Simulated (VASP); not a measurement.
# Si2Sb (Cccm) in VASP: further runs, part 2 of 2

VASP 6.6.1. The steps go on from the part before.

## (3) Relaxation of cell and atoms, PBE

This run uses another cell than the first one, of 30.80 Å³/atom, 1.255 times its volume.

INCAR

```
  ALGO = Normal
  EDIFF = 1E-6
  EDIFFG = -0.01
  ENCUT = 600
  GGA = PE
  IBRION = 2
  ISIF = 3
  ISMEAR = 0
  LASPH = True
  LCHARG = False
  LREAL = False
  LWAVE = False
  NELM = 60
  NSW = 100
  PREC = Accurate
  SIGMA = 0.1
```

KPOINTS

```
k-points
0
Gamma
  6 6 8
```

POSCAR

```
Si2Sb
1.0
    4.1904049795     -4.4502610068      0.0000000000
    4.1904049795      4.4502610068      0.0000000000
    0.0000000000      0.0000000000      4.9552331576
Si Sb
4 2
Direct
    0.8549633243      0.8549633243      0.2500000000
    0.1450366757      0.1450366757      0.2500000000
    0.8549633243      0.8549633243      0.7500000000
    0.1450366757      0.1450366757      0.7500000000
    0.5000000000      0.0000000000      0.0000000000
    0.0000000000      0.5000000000      0.5000000000
```

Potentials or basis: VASP PAW PBE potentials, release 64 (Si, Sb).

Run with:

```sh
$ cat potpaw_PBE.64/Si/POTCAR potpaw_PBE.64/Sb/POTCAR > POTCAR
$ mpirun -np 1 vasp_std > vasp.out
```

OUTCAR:

```text
EDIFF = 1E-6
   EDIFFG = -0.01
   ENCUT = 600
   GGA = PE
   IBRION = 2
   ISIF = 3
   ISMEAR = 0
   LASPH = True
   LREAL = False
   NELM = 60
   NSW = 100
   PREC = Accurate

 ion  position               nearest neighbor table
   1  0.855  0.855  0.250-   2 2.43   3 2.48   3 2.48   6 2.69   5 2.69
   2  0.145  0.145  0.250-   1 2.43   4 2.48   4 2.48   6 2.69   5 2.69
   3  0.855  0.855  0.750-   4 2.43   1 2.48   1 2.48   6 2.69   5 2.69
   4  0.145  0.145  0.750-   3 2.43   2 2.48   2 2.48   6 2.69   5 2.69
   5  0.500  0.000  0.000-   1 2.69   2 2.69   3 2.69   4 2.69
   6  0.000  0.500  0.500-   1 2.69   2 2.69   3 2.69   4 2.69

  LATTYP: Found a base centered orthorhombic cell.
 ALAT       =     8.3808099590
 B/A-ratio  =     1.0620121512
 C/A-ratio  =     0.5912594584

  Lattice vectors:

 A1 = (   4.1904049795,  -4.4502610068,   0.0000000000)
 A2 = (   4.1904049795,   4.4502610068,   0.0000000000)
 A3 = (   0.0000000000,   0.0000000000,   4.9552331576)

Analysis of symmetry for initial positions (statically):
=====================================================================
 Subroutine PRICEL returns:
 Original cell was already a primitive cell.

 Routine SETGRP: Setting up the symmetry group for a
 base centered orthorhombic supercell.

 Subroutine GETGRP returns: Found  8 space group operations
 (whereof  4 operations were pure point group operations)
 out of a pool of  8 trial point group operations.

The static configuration has the point symmetry C_2h.
 The point group associated with its full space group is D_2h.

Analysis of symmetry for dynamics (positions and initial velocities):
=====================================================================
 Subroutine PRICEL returns:
 Original cell was already a primitive cell.

 Routine SETGRP: Setting up the symmetry group for a
 base centered orthorhombic supercell.

 Subroutine GETGRP returns: Found  8 space group operations
 (whereof  4 operations were pure point group operations)
 out of a pool of  8 trial point group operations.

The dynamic configuration has the point symmetry C_2h.
[... 134 lines left out ...]
   LHFCALC =     F    Hartree Fock is set to
   AEXX    =    0.0000 exact exchange contribution
   IVDW    =     0    specifies the selected vdW correction
   LEPSILON=     F    determine dielectric tensor
   LRPA    =     F    only Hartree local field effects (RPA)
 conjugate gradient relaxation of ions
 non-spin polarized calculation
 Gauss-broadening in eV      SIGMA  =   0.10
  energy-cutoff  :      600.00
  volume of cell :      184.81
 maximum number of plane-waves:      6202
 NGX is ok and might be reduce to    50
   NGX = 25   NGY = 25   NGZ = 19

--------------------------------------- Ionic step        1  -------------------------------------------

 number of electron      26.0000000 magnetization

 Free energy of the ion-electron system (eV)
  ---------------------------------------------------
  ext. energy  EPLUGINS =         0.00000000
  ---------------------------------------------------
  free energy    TOTEN  =       -25.88207459 eV

  energy without entropy =      -25.86665154  energy(sigma->0) =      -25.87436307

------------------------ aborting loop because EDIFF is reached ----------------------------------------

  FORCE on cell =-STRESS in cart. coord.  units (eV):
  Direction    XX          YY          ZZ          XY          YZ          ZX
  --------------------------------------------------------------------------------------
  -------------------------------------------------------------------------------------
  Total       -0.4517487     -0.1187032      0.8716751      0.0000000      0.0000000      0.0000000
  in kB       -3.9162640     -1.0290526      7.5566561      0.0000000      0.0000000      0.0000000
  external PRESSURE =       0.8704465 kB  Pullay stress =       0.0000000 kB
[... 187 lines left out ...]
--------------------------------------- Ionic step        6  -------------------------------------------

 number of electron      26.0000001 magnetization

 Free energy of the ion-electron system (eV)
  ---------------------------------------------------
  ext. energy  EPLUGINS =         0.00000000
  ---------------------------------------------------
  free energy    TOTEN  =       -25.89043940 eV

  energy without entropy =      -25.87668522  energy(sigma->0) =      -25.88356231

 E-fermi :   3.5292     XC(G=0):  -8.0339

 val. band max:        3.5203420228   @ k =   0.3333   0.1667   0.0000
 cond. band min:       3.5406963122   @ k =  -0.3333   0.1667   0.1250
 fundamental gap:      0.0203542894
 Fermi energy:         3.5291977159

 k-point     1 :       0.0000    0.0000    0.0000
  band No.  band energies     occupation
      1      -8.3785      2.00000
      2      -5.8522      2.00000
      3      -5.2781      2.00000
      4      -3.6656      2.00000
      5      -2.5903      2.00000
      6      -1.7415      2.00000
[... 457 lines left out ...]
      4      -3.3648      2.00000
      5      -1.8094      2.00000
      6      -0.9412      2.00000
[... 9 lines left out ...]
     16       5.1257      0.00000
     17       6.0529      0.00000

 [... further k-points ...]
[... 5 lines left out ...]
  --------------------------------------------------------------------------------------
  -------------------------------------------------------------------------------------
  Total       -0.0015665     -0.0020916     -0.0088699      0.0000000      0.0000000      0.0000000
  in kB       -0.0135677     -0.0181158     -0.0768241      0.0000000      0.0000000      0.0000000
  external PRESSURE =      -0.0361692 kB  Pullay stress =       0.0000000 kB
[... 21 lines left out ...]
  FREE ENERGIE OF THE ION-ELECTRON SYSTEM (eV)
  ---------------------------------------------------
  free  energy   TOTEN  =       -25.8904393996 eV

  energy  without entropy=      -25.8766852197  energy(sigma->0) =      -25.88356231

 reached required accuracy - stopping structural energy minimisation
```

CONTCAR:

```text
Si2Sb
   1.00000000000000
     4.1656919606426515   -4.4254622305416360    0.0000000000000000
     4.1656919606426515    4.4254622305416360    0.0000000000000000
     0.0000000000000000    0.0000000000000000    5.0171581744065064
  Si              Sb
     4     2
Direct
     0.8555479855661986    0.8555479855661986    0.2500000000000000
     0.1444520144338013    0.1444520144338013    0.2500000000000000
     0.8555479855661986    0.8555479855661986    0.7500000000000000
     0.1444520144338013    0.1444520144338013    0.7500000000000000
     0.5000000000000000    1.0000000000000000    0.0000000000000000
     1.0000000000000000    0.5000000000000000    0.5000000000000000

  0.00000000E+00  0.00000000E+00  0.00000000E+00
  0.00000000E+00  0.00000000E+00  0.00000000E+00
  0.00000000E+00  0.00000000E+00  0.00000000E+00
  0.00000000E+00  0.00000000E+00  0.00000000E+00
  0.00000000E+00  0.00000000E+00  0.00000000E+00
  0.00000000E+00  0.00000000E+00  0.00000000E+00
```

Wall time 15 min (1 thread of Oxide Virtual Turin-like, shared host); peak memory 0.44 GiB.

What came out:

```
Free energy                            : -25.8904 eV
Relaxed volume                         : 30.83 Å³/atom
Relaxed cell                           : a = 6.078 Å, b = 6.078 Å, c = 5.017 Å, α = 90.00°, β = 90.00°, γ = 93.46°
Space group after relaxing (to 0.05 Å) : Cccm (No. 66)
Energy gained by relaxing              : 1.4 meV/atom
Ionic steps                            : 6
Pressure after relaxing                : 0.0 GPa
Largest force after relaxing           : 0.007 eV/Å
Band gap on the k mesh                 : zero (band 13 reaches 4.54 eV, above the bottom of band 14 at 2.99 eV)
```

Forces in eV/Å, atoms in the order of the input:
```
Si   0.007  0.000  0.000
Si  -0.007  0.000  0.000
Si   0.007  0.000  0.000
Si  -0.007  0.000  0.000
Sb   0.000  0.000  0.000
Sb   0.000  0.000  0.000
```

Step by step:
```
step  energy change (eV)  largest force (eV/Å)  pressure (GPa)  volume (Å³)
   1              0.0000                0.0818            0.09       184.81
   2             -0.0064                0.0190           -0.06       185.26
   3             -0.0074                0.0258           -0.14       185.50
   4             -0.0083                0.0132            0.04       184.79
   5             -0.0083                0.0136            0.04       184.81
   6             -0.0084                0.0068            0.00       184.98
```

Final structure:
```cif
data_structure
_symmetry_space_group_name_H-M 'P 1'
_symmetry_Int_Tables_number 1
_cell_length_a 6.0776
_cell_length_b 6.0776
_cell_length_c 5.0172
_cell_angle_alpha 90.000
_cell_angle_beta 90.000
_cell_angle_gamma 93.464
_cell_volume 184.98
loop_
_atom_site_label
_atom_site_type_symbol
_atom_site_fract_x
_atom_site_fract_y
_atom_site_fract_z
_atom_site_occupancy
Si1 Si 0.85555 0.85555 0.25000 1
Si2 Si 0.14445 0.14445 0.25000 1
Si3 Si 0.85555 0.85555 0.75000 1
Si4 Si 0.14445 0.14445 0.75000 1
Sb1 Sb 0.50000 0.00000 0.00000 1
Sb2 Sb 0.00000 0.50000 0.50000 1
```

Levels at points of the mesh, in eV from the Fermi level:
| k point | band 11 | band 12 | band 13 | band 14 | band 15 | band 16 |
| --- | --- | --- | --- | --- | --- | --- |
| (0.00, 0.00, 0.00) | -1.52 | -0.91 | -0.63 | -0.54 | 0.99 | 1.48 |
| (0.50, 0.00, 0.00) | -1.14 | -0.99 | -0.75 | -0.49 | 0.92 | 1.39 |
| (0.50, 0.50, 0.00) | -2.19 | -0.71 | 0.15 | 0.33 | 0.73 | 2.12 |
| (0.00, 0.00, 0.50) | -0.26 | -0.26 | -0.24 | -0.24 | 1.99 | 1.99 |
| (0.50, 0.00, 0.50) | -0.61 | -0.21 | 0.39 | 1.14 | 1.28 | 1.34 |
| (0.50, 0.50, 0.50) | -1.13 | -1.13 | 0.84 | 0.84 | 1.62 | 1.62 |

Caveat: spin-orbit coupling is left out, which moves the levels of the heavy elements.
